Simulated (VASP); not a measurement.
A run of VASP 6.6.1 is set up as follows.

Contents of INCAR:

```
PREC     = Accurate       # precision mode
ENCUT    = 520            # plane-wave cutoff, eV
EDIFF    = 1E-7           # SCF threshold, eV
ISMEAR   = -1             # smearing method
SIGMA    = 0.05           # smearing width, eV
LREAL    = False          # projectors in reciprocal space
LASPH    = True           # aspherical terms in the spheres
NELM     = 100            # most SCF steps
ALGO     = Normal         # electronic algorithm
ISIF     = 2              # what is computed and relaxed
LWAVE    = False          # write WAVECAR
LCHARG   = False          # write CHGCAR
GGA      = CA             # functional
NBANDS   = 16             # bands
```

The input KPOINTS:

```
Automatic mesh
0
Gamma
  10 10 8
```

Contents of POSCAR:

```
TiB2
1.0
    3.0292000000      0.0000000000      0.0000000000
   -1.5146000000      2.6233641531      0.0000000000
    0.0000000000      0.0000000000      3.2284000000
Ti B
1 2
Direct
    0.0000000000      0.0000000000      0.0000000000
    0.6666666667      0.3333333333      0.5000000000
    0.3333333333      0.6666666667      0.5000000000
```

Potentials or basis: VASP PAW LDA potentials, release 64 (Ti_sv, B).

Launch:

```sh
$ cat potpaw_LDA.64/Ti_sv/POTCAR potpaw_LDA.64/B/POTCAR > POTCAR
$ mpirun -np 1 vasp_std > vasp.out
```

**Question.** Estimate the band gap on the k mesh.

**Answer.** Zero (band 9 reaches 10.29 eV, above the bottom of band 10 at 9.74 eV).

**Question.** What does it give for the pressure?

**Answer.** -10.7 GPa.

Stress tensor (GPa, compression positive):
```
-10.32   0.00   0.00
  0.00 -10.32   0.00
  0.00   0.00 -11.37
```
